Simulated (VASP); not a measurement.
# GaN (F-43m) in VASP: further runs, part 2 of 2

VASP 6.6.1.

### Step 4. Relaxation of cell and atoms, r2SCAN

This run uses another cell than the first one, of 11.38 Å³/atom.

POSCAR

```
GaN
1.0
    0.0000000000      2.2490504517      2.2490504517
    2.2490504517      0.0000000000      2.2490504517
    2.2490504517      2.2490504517      0.0000000000
Ga N
1 1
Direct
    0.0000000000      0.0000000000      0.0000000000
    0.7500000000      0.7500000000      0.7500000000
```

INCAR.step1

```
SYSTEM = GaN
ALGO = Normal
EDIFF = 1E-4
ENCUT = 600
GGA = PE
ISMEAR = 0
LASPH = .TRUE.
LCHARG = .FALSE.
LREAL = .FALSE.
LWAVE = .TRUE.
NELM = 80
PREC = Accurate
SIGMA = 0.02
```

INCAR.step2

```
SYSTEM = GaN
ALGO = Normal
EDIFF = 1E-6
EDIFFG = -0.01
ENCUT = 600
IBRION = 2
ISIF = 3
ISMEAR = 0
ISTART = 1
LASPH = .TRUE.
LCHARG = .FALSE.
LMIXTAU = .TRUE.
LREAL = .FALSE.
LWAVE = .FALSE.
METAGGA = R2SCAN
NELM = 80
NSW = 100
PREC = Accurate
SIGMA = 0.02
```

KPOINTS

```
k-points
0
G
  10 10 10
  0 0 0
```

Potentials or basis: VASP PAW PBE potentials, release 64 (Ga_d, N).

Run with:

```console
> cat potpaw_PBE.64/Ga_d/POTCAR potpaw_PBE.64/N/POTCAR > POTCAR
> cp INCAR.step1 INCAR
> mpirun -np 1 vasp_std > vasp.out
> cp INCAR.step2 INCAR
> mpirun -np 1 vasp_std > vasp.out
```

OUTCAR:

```text
SYSTEM = GaN
   EDIFF = 1E-6
   EDIFFG = -0.01
   ENCUT = 600
   IBRION = 2
   ISIF = 3
   ISMEAR = 0
   ISTART = 1
   LASPH = .TRUE.
   LREAL = .FALSE.
   METAGGA = R2SCAN
   NELM = 80
   NSW = 100
   PREC = Accurate

 ion  position               nearest neighbor table
   1  0.000  0.000  0.000-   2 1.95   2 1.95   2 1.95   2 1.95
   2  0.750  0.750  0.750-   1 1.95   1 1.95   1 1.95   1 1.95

  LATTYP: Found a face centered cubic cell.
 ALAT       =     4.4981009034

  Lattice vectors:

 A1 = (   0.0000000000,   2.2490504517,   2.2490504517)
 A2 = (   2.2490504517,   0.0000000000,   2.2490504517)
 A3 = (   2.2490504517,   2.2490504517,   0.0000000000)

Analysis of symmetry for initial positions (statically):
=====================================================================
 Subroutine PRICEL returns:
 Original cell was already a primitive cell.

 Routine SETGRP: Setting up the symmetry group for a
 face centered cubic supercell.

 Subroutine GETGRP returns: Found 24 space group operations
 (whereof 24 operations were pure point group operations)
 out of a pool of 48 trial point group operations.

The static configuration has the point symmetry T_d .

Analysis of symmetry for dynamics (positions and initial velocities):
=====================================================================
 Subroutine PRICEL returns:
 Original cell was already a primitive cell.

 Routine SETGRP: Setting up the symmetry group for a
 face centered cubic supercell.

 Subroutine GETGRP returns: Found 24 space group operations
 (whereof 24 operations were pure point group operations)
 out of a pool of 48 trial point group operations.

The dynamic configuration has the point symmetry T_d .

 Subroutine INISYM returns: Found 24 space group operations
 (whereof 24 operations are pure point group operations),
 and found     1 'primitive' translations

----------------------------------------------------------------------------------------

                                     Primitive cell

  volume of cell :      22.7524

  direct lattice vectors                    reciprocal lattice vectors
     0.000000000  2.249050452  2.249050452    -0.222316044  0.222316044  0.222316044
     2.249050452  0.000000000  2.249050452     0.222316044 -0.222316044  0.222316044
     2.249050452  2.249050452  0.000000000     0.222316044  0.222316044 -0.222316044

  length of vectors
     3.180637651  3.180637651  3.180637651     0.385062684  0.385062684  0.385062684

  position of ions in fractional coordinates (direct lattice)
     0.000000000  0.000000000  0.000000000
     0.750000000  0.750000000  0.750000000

  ion indices of the primitive-cell ions
   primitive index   ion index
                 1           1
                 2           2

----------------------------------------------------------------------------------------

 KPOINTS: k-points

Automatic generation of k-mesh.
 Grid dimensions read from file:
 generate k-points for:   10   10   10

 Generating k-lattice:

  Cartesian coordinates                     Fractional coordinates (reciprocal lattice)
[... 52 lines left out ...]
   ISTART =      1    job   : 0-new  1-cont  2-samecut
   ICHARG =      0    charge: 1-file 2-atom 10-const
   ISPIN  =      1    spin polarized calculation?
   LNONCOLLINEAR =      F non collinear calculations
   LSORBIT =      F    spin-orbit coupling
   LASPH  =      T    aspherical Exc in radial PAW
   ENCUT  =  600.0 eV  44.10 Ry    6.64 a.u.   6.35  6.35  6.35*2*pi/ulx,y,z
   NELM   =     80;   NELMIN=  2; NELMDL=  0     # of ELM steps
   EDIFF  = 0.1E-05   stopping-criterion for ELM
   LREAL  =      F    real-space projection
   EDIFFG = -.1E-01   stopping-criterion for IOM
   NSW    =    100    number of steps for IOM
   IBRION =      2    ionic relax: 0-MD 1-quasi-New 2-CG
   NFREE  =      1    steps in history (QN), initial steepest desc. (CG)
   ISIF   =      3    stress and relaxation
   ISYM   =      2    0-nonsym 1-usesym 2-fastsym
   POTIM  = 0.5000    time-step for ionic-motion
   TEBEG  =    0.0;   TEEND  =   0.0 temperature during run
   PSTRESS=    0.0 pullay stress
   NELECT =      18.0000    total number of electrons
   NUPDOWN=      -1.0000    fix difference up-down
   EMIN   =  10.00;   EMAX   =-10.00  energy-range for DOS
   EFERMI =   0.00;   METHOD = LEGACY
   ISMEAR =     0;   SIGMA  =   0.02  broadening in eV -4-tet -1-fermi 0-gaus
   EFERMI_NEDOS =   21; number of points for ismear=-14 and -15
   IALGO  =     38    algorithm
   IMIX   =      4    mixing-type and parameters
     AMIX     =   0.40;   BMIX     =  1.00
     AMIX_MAG =   1.60;   BMIX_MAG =  1.00
  volume/ion in A,a.u.               =      11.38        76.77
  Fermi-wavevector in a.u.,A,eV,Ry     =   1.514107  2.861247 31.191614  2.292519
  Thomas-Fermi vector in A             =   2.623808
   LORBIT       =      0    0 simple, 1 ext, 2 COOP (PROOUT), +10 PAW based schemes
   METAGGA = R2SCAN    functional components
   LHFCALC =     F    Hartree Fock is set to
   AEXX    =    0.0000 exact exchange contribution
   IVDW    =     0    specifies the selected vdW correction
   LEPSILON=     F    determine dielectric tensor
   LRPA    =     F    only Hartree local field effects (RPA)
 conjugate gradient relaxation of ions
 non-spin polarized calculation
 Gauss-broadening in eV      SIGMA  =   0.02
  energy-cutoff  :      600.00
  volume of cell :       22.75
 maximum number of plane-waves:       769
 NGX is ok and might be reduce to    28
   NGX = 13   NGY = 13   NGZ = 13

--------------------------------------- Ionic step        1  -------------------------------------------

 number of electron      18.0000005 magnetization

 Free energy of the ion-electron system (eV)
  ---------------------------------------------------
  ext. energy  EPLUGINS =         0.00000000
  ---------------------------------------------------
  free energy    TOTEN  =       -21.89761531 eV

  energy without entropy =      -21.89761531  energy(sigma->0) =      -21.89761531

------------------------ aborting loop because EDIFF is reached ----------------------------------------

  FORCE on cell =-STRESS in cart. coord.  units (eV):
  Direction    XX          YY          ZZ          XY          YZ          ZX
  --------------------------------------------------------------------------------------
  -------------------------------------------------------------------------------------
  Total        0.1679081      0.1679081      0.1679081      0.0000000      0.0000000     -0.0000000
  in kB       11.8237328     11.8237328     11.8237328      0.0000000      0.0000000     -0.0000000
  external PRESSURE =      11.8237328 kB  Pullay stress =       0.0000000 kB
[... 131 lines left out ...]
--------------------------------------- Ionic step        5  -------------------------------------------

 number of electron      18.0000005 magnetization

 Free energy of the ion-electron system (eV)
  ---------------------------------------------------
  ext. energy  EPLUGINS =         0.00000000
  ---------------------------------------------------
  free energy    TOTEN  =       -21.89805595 eV

  energy without entropy =      -21.89805595  energy(sigma->0) =      -21.89805595

 E-fermi :   5.1736     XC(G=0): -12.6340

 val. band max:        5.0152734560   @ k =   0.0000   0.0000   0.0000
 cond. band min:       7.1341406570   @ k =   0.0000   0.0000   0.0000
 fundamental gap:      2.1188672010
 Fermi energy:         5.1735609924

 k-point     1 :       0.0000    0.0000    0.0000
  band No.  band energies     occupation
      1     -11.7145      2.00000
      2      -8.8165      2.00000
      3      -8.8165      2.00000
      4      -8.8165      2.00000
      5      -8.4659      2.00000
      6      -8.4659      2.00000
      7       5.0153      2.00000
      8       5.0153      2.00000
      9       5.0153      2.00000
     10       7.1341      0.00000
     11      16.0190      0.00000
     12      16.0191      0.00000
     13      16.0191      0.00000
[... 354 lines left out ...]
  band No.  band energies     occupation
      1     -10.6707      2.00000
      2      -8.6629      2.00000
      3      -8.5814      2.00000
      4      -8.5781      2.00000
      5      -8.4042      2.00000
      6      -7.6414      2.00000
      7      -0.1067      2.00000
      8       2.4837      2.00000
      9       2.8033      2.00000
     10       9.9346      0.00000
     11      12.7760      0.00000
     12      16.5541      0.00000
     13      18.7458      0.00000

 [... further k-points ...]

------------------------ aborting loop because EDIFF is reached ----------------------------------------

  FORCE on cell =-STRESS in cart. coord.  units (eV):
  Direction    XX          YY          ZZ          XY          YZ          ZX
  --------------------------------------------------------------------------------------
  -------------------------------------------------------------------------------------
  Total       -0.0012050     -0.0012050     -0.0012050      0.0000000      0.0000000     -0.0000000
  in kB       -0.0843486     -0.0843486     -0.0843486      0.0000000      0.0000000     -0.0000000
  external PRESSURE =      -0.0843486 kB  Pullay stress =       0.0000000 kB
[... 17 lines left out ...]
  FREE ENERGIE OF THE ION-ELECTRON SYSTEM (eV)
  ---------------------------------------------------
  free  energy   TOTEN  =       -21.8980559532 eV

  energy  without entropy=      -21.8980559532  energy(sigma->0) =      -21.89805595

 reached required accuracy - stopping structural energy minimisation
```

OUTCAR.step1:

```text
SYSTEM = GaN
   EDIFF = 1E-4
   ENCUT = 600
   GGA = PE
   ISMEAR = 0
   LASPH = .TRUE.
   LREAL = .FALSE.
[... 605 lines left out ...]
      0.00000      0.00000      0.00000        -0.000000     -0.000000      0.000000
      3.37358      3.37358      3.37358         0.000000      0.000000     -0.000000
 -----------------------------------------------------------------------------------
    total drift:                               -0.000001     -0.000001     -0.000001

  FREE ENERGIE OF THE ION-ELECTRON SYSTEM (eV)
  ---------------------------------------------------
  free  energy   TOTEN  =       -12.1397968186 eV

  energy  without entropy=      -12.1397968186  energy(sigma->0) =      -12.13979682
```

It took 2.1 min on 1 thread of Intel Xeon 6975P-C (Granite Rapids), shared host; peak memory 0.18 GiB.

What came out:

```
Free energy                           : -21.8981 eV
Relaxed volume                        : 11.44 Å³/atom
Relaxed cell                          : a = 3.187 Å, b = 3.187 Å, c = 3.187 Å, α = 60.00°, β = 60.00°, γ = 60.00°
Space group after relaxing (to 0.1 Å) : F-43m (No. 216)
Energy gained by relaxing             : 0.2 meV/atom
Ionic steps                           : 5
Pressure after relaxing               : 0.0 GPa
Band gap on the k mesh                : 2.12 eV
```

The path:
```
step  energy change (eV)  largest force (eV/Å)  pressure (GPa)  volume (Å³)
   1              0.0000                0.0000            1.18        22.75
   2              0.0002                0.0000           -1.22        23.03
   3             -0.0004                0.0000            0.20        22.88
   4             -0.0004                0.0000           -0.16        22.90
   5             -0.0004                0.0000           -0.01        22.89
```

Final structure:
```xyz
2
Lattice="0.0000 2.2536 2.2536 2.2536 0.0000 2.2536 2.2536 2.2536 0.0000" Properties=species:S:1:pos:R:3 pbc="T T T"
Ga    0.0000    0.0000    0.0000
N     3.3803    3.3803    3.3803
```

Levels at points of the mesh, in eV from the valence-band top:
```tsv
k point	band 6	band 7	band 8	band 9	band 10	band 11	band 12	band 13
(0.00, 0.00, 0.00)	-13.48	0.00	0.00	0.00	2.12	11.00	11.00	11.00
(0.50, 0.00, 0.00)	-12.35	-7.15	-1.00	-1.00	5.16	9.44	11.00	11.00
(0.50, 0.50, 0.00)	-11.97	-6.22	-2.78	-2.78	3.77	7.24	12.58	14.94
```

Caveat: the PAW data sets were made with another functional, which shifts forces and pressure a little.

### Step 5. Relaxation of cell and atoms, r2SCAN

POSCAR

```
GaN
1.0
    0.0000000000      2.2535006075      2.2535006075
    2.2535006075      0.0000000000      2.2535006075
    2.2535006075      2.2535006075      0.0000000000
Ga N
1 1
Direct
    0.0000000000      0.0000000000      0.0000000000
    0.7500000000      0.7500000000      0.7500000000
```

INCAR.step1

```
SYSTEM = GaN
ALGO = Normal
EDIFF = 1E-4
ENCUT = 600
GGA = PE
ISMEAR = 0
LASPH = .True.
LCHARG = .False.
LREAL = .False.
LWAVE = .True.
NELM = 60
PREC = Accurate
SIGMA = 0.02
```

INCAR.step2

```
SYSTEM = GaN
ALGO = Normal
EDIFF = 1E-7
EDIFFG = -0.01
ENCUT = 600
IBRION = 2
ISIF = 3
ISMEAR = 0
ISTART = 1
LASPH = .True.
LCHARG = .False.
LMIXTAU = .True.
LREAL = .False.
LWAVE = .False.
METAGGA = R2SCAN
NELM = 60
NSW = 100
PREC = Accurate
SIGMA = 0.02
```

KPOINTS

```
k-points
0
Gamma
  10 10 10
  0 0 0
```

Run with:

```console
> cat potpaw_PBE.64/Ga_d/POTCAR potpaw_PBE.64/N/POTCAR > POTCAR
> cp INCAR.step1 INCAR
> mpirun -np 1 vasp_std > vasp.out
> cp INCAR.step2 INCAR
> mpirun -np 1 vasp_std > vasp.out
```

Run time: 44 s. Hardware: 1 thread of Intel Xeon 6975P-C (Granite Rapids), shared host; peak memory 0.17 GiB.

It converged, with:

```
Free energy             : -21.8982 eV
Pressure after relaxing : 0.0 GPa
Band gap on the k mesh  : 2.12 eV
```

Final structure:
```
CELL_PARAMETERS angstrom
0.00000 2.25350 2.25350
2.25350 0.00000 2.25350
2.25350 2.25350 0.00000
ATOMIC_POSITIONS crystal
Ga 0.00000 0.00000 0.00000
N 0.75000 0.75000 0.75000
```

Levels at points of the mesh, in eV from the valence-band top:
| k point | band 7 | band 8 | band 9 | band 10 | band 11 | band 12 |
| --- | --- | --- | --- | --- | --- | --- |
| (0.00, 0.00, 0.00) | 0.00 | 0.00 | 0.00 | 2.12 | 11.00 | 11.00 |
| (0.50, 0.00, 0.00) | -7.16 | -1.00 | -1.00 | 5.16 | 9.44 | 11.00 |
| (0.50, 0.50, 0.00) | -6.22 | -2.78 | -2.78 | 3.77 | 7.24 | 12.58 |

Caveat: the relaxation stopped at its first step, so nothing moved; the PAW data sets were made with another functional, which shifts forces and pressure a little.

### Step 6. Overview

| task | cell | k mesh | cutoff (eV) | smearing | gap on the mesh (eV) | pressure (GPa) |
| --- | --- | --- | --- | --- | --- | --- |
| single point | a = 3.187 Å, angles 60.0°, 2 atoms | 8 × 8 × 8 | 520 | gaussian 0.1 eV | 2.12 | -0.1 |
| single point | a = 3.181 Å, angles 60.0°, 2 atoms | 10 × 10 × 10 | 520 | gaussian 0.02 eV | 2.16 | 1.0 |
| relaxation of cell and atoms | relaxed from a = 3.181 Å, angles 60.0°, 2 atoms | 10 × 10 × 10 | 600 | gaussian 0.02 eV | 2.12 | 0.0 |
| relaxation of cell and atoms | relaxed from a = 3.187 Å, angles 60.0°, 2 atoms | 10 × 10 × 10 | 600 | gaussian 0.02 eV | 2.12 | 0.0 |

Alike in all rows: level r2SCAN; potentials or basis VASP PAW PBE potentials, release 64 (Ga_d, N); no spin polarisation.

Caveats: the PAW data sets were made with another functional, which shifts forces and pressure a little; the relaxation stopped at its first step, so nothing moved (at least some runs).

Absolute energies hang on the potentials; compare differences alone.
